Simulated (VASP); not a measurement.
# Al2P (Pmmm) in VASP: notebook

Runs on Al2P. Level: PBE. Tasks: single point.

Everything below comes from runs of VASP 6.6.1. Logs are shortened: lines on timing, memory, paths and dates and some standing lists are left out, and cuts for length are marked.

## 1. The cell of the first run

The structure is orthorhombic, space group Pmmm (No. 47). Conventional cell: a = 2.622 Å, b = 3.882 Å, c = 6.048 Å, α = 90.00°, β = 90.00°, γ = 90.00°. Within 3.3 Å of Al (site symmetry mm2) lie 2 P at 2.54 Å and 4 Al at 2.62 to 3.26 Å. P (site symmetry mmm) has 4 Al at 2.54 Å and 2 P at 2.62 Å within 3.3 Å.

The cell was built from a structure type or drawn by symmetry, and may not be a known phase.

## 2. Single point, PBE

Input file INCAR:

```
  ALGO = Normal
  EDIFF = 1E-6
  ENCUT = 520
  GGA = PE
  ISIF = 2
  ISMEAR = 0
  LASPH = T
  LCHARG = F
  LREAL = F
  LWAVE = F
  NBANDS = 12
  NELM = 80
  PREC = Accurate
  SIGMA = 0.1
```

Input file KPOINTS:

```
k-points
0
Gamma
  6 4 4
```

Input file POSCAR:

```
Al2P
1.0
    2.6222770074      0.0000000000      0.0000000000
    0.0000000000      3.8818860573      0.0000000000
    0.0000000000      0.0000000000      6.0477168251
Al P
2 1
Direct
    0.5000000000      0.0000000000      0.2303183455
    0.5000000000      0.0000000000      0.7696816545
    0.5000000000      0.5000000000      0.5000000000
```

Potentials or basis: VASP PAW PBE potentials, release 64 (Al, P).

On the command line:

```console
$ cat potpaw_PBE.64/Al/POTCAR potpaw_PBE.64/P/POTCAR > POTCAR
$ mpirun -np 1 vasp_std > vasp.out
```

OUTCAR:

```text
EDIFF = 1E-6
   ENCUT = 520
   GGA = PE
   ISIF = 2
   ISMEAR = 0
   LASPH = T
   LREAL = F
   NELM = 80
   PREC = Accurate

 ion  position               nearest neighbor table
   1  0.500  0.000  0.230-   3 2.54   3 2.54   2 2.79   2 3.26
   2  0.500  0.000  0.770-   3 2.54   3 2.54   1 2.79   1 3.26
   3  0.500  0.500  0.500-   1 2.54   2 2.54   1 2.54   2 2.54

  LATTYP: Found a simple orthorhombic cell.
 ALAT       =     2.6222770074
 B/A-ratio  =     1.4803493477
 C/A-ratio  =     2.3062845031

  Lattice vectors:

 A1 = (   2.6222770074,   0.0000000000,   0.0000000000)
 A2 = (   0.0000000000,   3.8818860573,   0.0000000000)
 A3 = (   0.0000000000,   0.0000000000,   6.0477168251)

Analysis of symmetry for initial positions (statically):
=====================================================================
 Subroutine PRICEL returns:
 Original cell was already a primitive cell.

 Routine SETGRP: Setting up the symmetry group for a
 simple orthorhombic supercell.

 Subroutine GETGRP returns: Found  8 space group operations
 (whereof  8 operations were pure point group operations)
 out of a pool of  8 trial point group operations.

The static configuration has the point symmetry D_2h.

Analysis of symmetry for dynamics (positions and initial velocities):
=====================================================================
 Subroutine PRICEL returns:
 Original cell was already a primitive cell.

 Routine SETGRP: Setting up the symmetry group for a
 simple orthorhombic supercell.

 Subroutine GETGRP returns: Found  8 space group operations
 (whereof  8 operations were pure point group operations)
 out of a pool of  8 trial point group operations.

The dynamic configuration has the point symmetry D_2h.

 Subroutine INISYM returns: Found  8 space group operations
 (whereof  8 operations are pure point group operations),
 and found     1 'primitive' translations

----------------------------------------------------------------------------------------

                                     Primitive cell

  volume of cell :      61.5620

  direct lattice vectors                    reciprocal lattice vectors
     2.622277007  0.000000000  0.000000000     0.381347965  0.000000000  0.000000000
     0.000000000  3.881886057  0.000000000     0.000000000  0.257606737  0.000000000
     0.000000000  0.000000000  6.047716825     0.000000000  0.000000000  0.165351657

  length of vectors
     2.622277007  3.881886057  6.047716825     0.381347965  0.257606737  0.165351657

  position of ions in fractional coordinates (direct lattice)
     0.500000000  0.000000000  0.230318346
     0.500000000  0.000000000  0.769681654
     0.500000000  0.500000000  0.500000000

  ion indices of the primitive-cell ions
   primitive index   ion index
                 1           1
                 2           2
                 3           3

----------------------------------------------------------------------------------------

 KPOINTS: k-points

Automatic generation of k-mesh.
 Grid dimensions read from file:
 generate k-points for:    6    4    4

 Generating k-lattice:

  Cartesian coordinates                     Fractional coordinates (reciprocal lattice)
     0.063557994  0.000000000  0.000000000     0.166666667  0.000000000  0.000000000
     0.000000000  0.064401684  0.000000000     0.000000000  0.250000000  0.000000000
     0.000000000  0.000000000  0.041337914     0.000000000  0.000000000  0.250000000

  Length of vectors
     0.063557994  0.064401684  0.041337914

  Shift w.r.t. Gamma in fractional coordinates (k-lattice)
     0.000000000  0.000000000  0.000000000

 Subroutine IBZKPT returns following result:
 ===========================================

 Found     36 irreducible k-points:

 Following reciprocal coordinates:
            Coordinates               Weight
  0.000000  0.000000  0.000000      1.000000
  0.166667  0.000000  0.000000      2.000000
  0.333333  0.000000  0.000000      2.000000
  0.500000  0.000000  0.000000      1.000000
  0.000000  0.250000  0.000000      2.000000
  0.166667  0.250000  0.000000      4.000000
[... 16 lines left out ...]
  0.333333  0.500000  0.250000      4.000000
  0.500000  0.500000  0.250000      2.000000
 [... further k-points ...]
   k-points           NKPTS =     36   k-points in BZ     NKDIM =     36   number of bands    NBANDS=     12
   number of dos      NEDOS =    301   number of ions     NIONS =      3
   total plane-waves  NPLWV =  28800
   dimension x,y,z NGX =    20 NGY =   30 NGZ =   48
   dimension x,y,z NGXF=    40 NGYF=   60 NGZF=   96
   ions per type =               2   1
   NGX,Y,Z   is equivalent  to a cutoff of  12.68, 12.85, 13.19 a.u.
   NGXF,Y,Z  is equivalent  to a cutoff of  25.36, 25.70, 26.39 a.u.
 SYSTEM =  unknown system
   PREC   = accura    normal or accurate (medium, high low for compatibility)
   ISTART =      0    job   : 0-new  1-cont  2-samecut
   ICHARG =      2    charge: 1-file 2-atom 10-const
   ISPIN  =      1    spin polarized calculation?
   LNONCOLLINEAR =      F non collinear calculations
   LSORBIT =      F    spin-orbit coupling
   LASPH  =      T    aspherical Exc in radial PAW
   ENCUT  =  520.0 eV  38.22 Ry    6.18 a.u.   4.88  7.22 11.24*2*pi/ulx,y,z
   NELM   =     80;   NELMIN=  2; NELMDL= -5     # of ELM steps
   EDIFF  = 0.1E-05   stopping-criterion for ELM
   LREAL  =      F    real-space projection
   EDIFFG = 0.1E-04   stopping-criterion for IOM
   NSW    =      0    number of steps for IOM
   IBRION =     -1    ionic relax: 0-MD 1-quasi-New 2-CG
   NFREE  =      0    steps in history (QN), initial steepest desc. (CG)
   ISIF   =      2    stress and relaxation
   ISYM   =      2    0-nonsym 1-usesym 2-fastsym
   POTIM  = 0.5000    time-step for ionic-motion
   TEBEG  =    0.0;   TEEND  =   0.0 temperature during run
   PSTRESS=    0.0 pullay stress
   NELECT =      11.0000    total number of electrons
   NUPDOWN=      -1.0000    fix difference up-down
   EMIN   =  10.00;   EMAX   =-10.00  energy-range for DOS
   EFERMI =   0.00;   METHOD = LEGACY
   ISMEAR =     0;   SIGMA  =   0.10  broadening in eV -4-tet -1-fermi 0-gaus
   EFERMI_NEDOS =   21; number of points for ismear=-14 and -15
   IALGO  =     38    algorithm
   IMIX   =      4    mixing-type and parameters
     AMIX     =   0.40;   BMIX     =  1.00
     AMIX_MAG =   1.60;   BMIX_MAG =  1.00
  volume/ion in A,a.u.               =      20.52       138.48
  Fermi-wavevector in a.u.,A,eV,Ry     =   0.922079  1.742477 11.568077  0.850230
  Thomas-Fermi vector in A             =   2.047566
   LORBIT       =      0    0 simple, 1 ext, 2 COOP (PROOUT), +10 PAW based schemes
   GGA     = PE    functional components
   LHFCALC =     F    Hartree Fock is set to
   AEXX    =    0.0000 exact exchange contribution
   IVDW    =     0    specifies the selected vdW correction
   LEPSILON=     F    determine dielectric tensor
   LRPA    =     F    only Hartree local field effects (RPA)
 non-spin polarized calculation
 Gauss-broadening in eV      SIGMA  =   0.10
  energy-cutoff  :      520.00
  volume of cell :       61.56
 maximum number of plane-waves:      1686
 NGX is ok and might be reduce to    20
   NGX =  9   NGY = 15   NGZ = 23

 number of electron      11.0000000 magnetization

 Free energy of the ion-electron system (eV)
  ---------------------------------------------------
  ext. energy  EPLUGINS =         0.00000000
  ---------------------------------------------------
  free energy    TOTEN  =       -12.40050801 eV

  energy without entropy =      -12.39825629  energy(sigma->0) =      -12.39938215

 E-fermi :   5.6551     XC(G=0):  -9.3091

 val. band max:        5.5384572627   @ k =   0.3333   0.2500   0.0000
 cond. band min:       5.6948038916   @ k =   0.5000   0.5000   0.0000
 fundamental gap:      0.1563466288
 Fermi energy:         5.6550769788

 k-point     1 :       0.0000    0.0000    0.0000
  band No.  band energies     occupation
      1      -7.3977      2.00000
      2      -1.1345      2.00000
      3      -0.6493      2.00000
      4       1.9616      2.00000
      5       4.7297      2.00000
      6       6.7053      0.00000
      7       7.8986      0.00000
      8       9.1827      0.00000
      9       9.9367      0.00000
     10      10.7460      0.00000
     11      12.0832      0.00000
     12      12.6379      0.00000

 k-point     2 :       0.1667    0.0000    0.0000
  band No.  band energies     occupation
      1      -6.8573      2.00000
      2      -0.5824      2.00000
      3      -0.0749      2.00000
      4       2.4211      2.00000
      5       5.2649      2.00000
      6       6.6795      0.00000
      7       6.9881      0.00000
      8       8.4061      0.00000
      9       9.6907      0.00000
     10      10.4951      0.00000
     11      12.4624      0.00000
     12      12.5538      0.00000

 k-point     3 :       0.3333    0.0000    0.0000
  band No.  band energies     occupation
      1      -5.3174      2.00000
      2       1.0093      2.00000
      3       1.4798      2.00000
      4       2.3267      2.00000
      5       3.6458      2.00000
      6       6.6640      0.00000
      7       6.6707      0.00000
      8       8.6534      0.00000
      9       9.8595      0.00000
     10      10.9829      0.00000
     11      11.4184      0.00000
     12      12.0667      0.00000
[... 286 lines left out ...]
 k-point    23 :       0.3333    0.5000    0.2500
  band No.  band energies     occupation
      1      -4.3851      2.00000
      2      -0.5760      2.00000
      3       2.0984      2.00000
      4       2.5339      2.00000
      5       3.0230      2.00000
      6       5.1294      2.00000
      7       6.9186      0.00000
      8       7.4245      0.00000
      9       9.0709      0.00000
     10      10.6016      0.00000
     11      11.5375      0.00000
     12      12.4846      0.00000

 k-point    24 :       0.5000    0.5000    0.2500
  band No.  band energies     occupation
      1      -2.9094      2.00000
      2       0.5530      2.00000
      3       1.1545      2.00000
      4       3.3896      2.00000
      5       3.7246      2.00000
      6       4.8818      2.00000
      7       5.0956      2.00000
      8       8.3884      0.00000
      9       8.4059      0.00000
     10       9.4874      0.00000
     11       9.5565      0.00000
     12      11.7011      0.00000

 [... further k-points ...]
[... 5 lines left out ...]
  --------------------------------------------------------------------------------------
  -------------------------------------------------------------------------------------
  Total        0.0466641      0.0523350     -0.1079454      0.0000000      0.0000000      0.0000000
  in kB        1.2144531      1.3620396     -2.8093234      0.0000000      0.0000000      0.0000000
  external PRESSURE =      -0.0776102 kB  Pullay stress =       0.0000000 kB

 VOLUME and BASIS-vectors are now :
 -----------------------------------------------------------------------------
  energy-cutoff  :      520.00
  volume of cell :       61.56
      direct lattice vectors                 reciprocal lattice vectors
     2.622277007  0.000000000  0.000000000     0.381347965  0.000000000  0.000000000
     0.000000000  3.881886057  0.000000000     0.000000000  0.257606737  0.000000000
     0.000000000  0.000000000  6.047716825     0.000000000  0.000000000  0.165351657

 POSITION                                       TOTAL-FORCE (eV/Angst)
 -----------------------------------------------------------------------------------
      1.31114      0.00000      1.39290         0.000000     -0.000000     -0.002499
      1.31114      0.00000      4.65482        -0.000000      0.000000      0.002499
      1.31114      1.94094      3.02386        -0.000000      0.000000     -0.000000
 -----------------------------------------------------------------------------------
    total drift:                                0.000000      0.000000      0.000000

  FREE ENERGIE OF THE ION-ELECTRON SYSTEM (eV)
  ---------------------------------------------------
  free  energy   TOTEN  =       -12.4005080149 eV

  energy  without entropy=      -12.3982562853  energy(sigma->0) =      -12.39938215
```

Run time: 16 s. Hardware: 1 thread of AMD EPYC 7R13 (Zen 3), shared host; peak memory 0.14 GiB.

What came out:

```
Free energy            : -12.4005 eV
Pressure               : 0.0 GPa
Band gap on the k mesh : zero (an odd number of electrons rules out a gap without spin polarisation)
```

Forces on the atoms (eV/Å):
```
Al   0.000  0.000 -0.002
Al   0.000  0.000  0.002
P    0.000  0.000  0.000
```

Stress tensor (GPa, compression positive):
```
 0.12  0.00  0.00
 0.00  0.14  0.00
 0.00  0.00 -0.28
```

Levels at points of the mesh, in eV from the Fermi level:
```csv
k point,band 2,band 3,band 4,band 5,band 6,band 7,band 8,band 9
"(0.00, 0.00, 0.00)",-6.79,-6.30,-3.69,-0.93,1.05,2.24,3.53,4.28
"(0.50, 0.00, 0.00)",-6.11,-2.87,-1.32,-1.07,-1.05,-0.87,3.53,4.82
"(0.00, 0.50, 0.00)",-8.55,-4.75,-4.26,-4.24,-1.25,5.44,5.49,6.30
"(0.50, 0.50, 0.00)",-5.11,-4.58,-2.49,-1.80,0.04,0.24,1.42,2.64
"(0.00, 0.00, 0.50)",-8.13,-3.64,-3.20,-2.76,0.78,1.16,3.08,5.10
"(0.50, 0.00, 0.50)",-6.01,-3.70,-2.41,-1.03,0.66,0.93,2.86,4.63
"(0.00, 0.50, 0.50)",-8.15,-6.51,-5.20,0.17,0.43,1.38,1.90,5.49
"(0.50, 0.50, 0.50)",-5.09,-4.41,-2.05,-1.72,-1.46,-1.25,2.39,4.31
```

Caveat: the k points lie up to 0.40 Å⁻¹ apart, too coarse for converged energies and pressures of a metal.

(Part 1 of 2 ends here.)
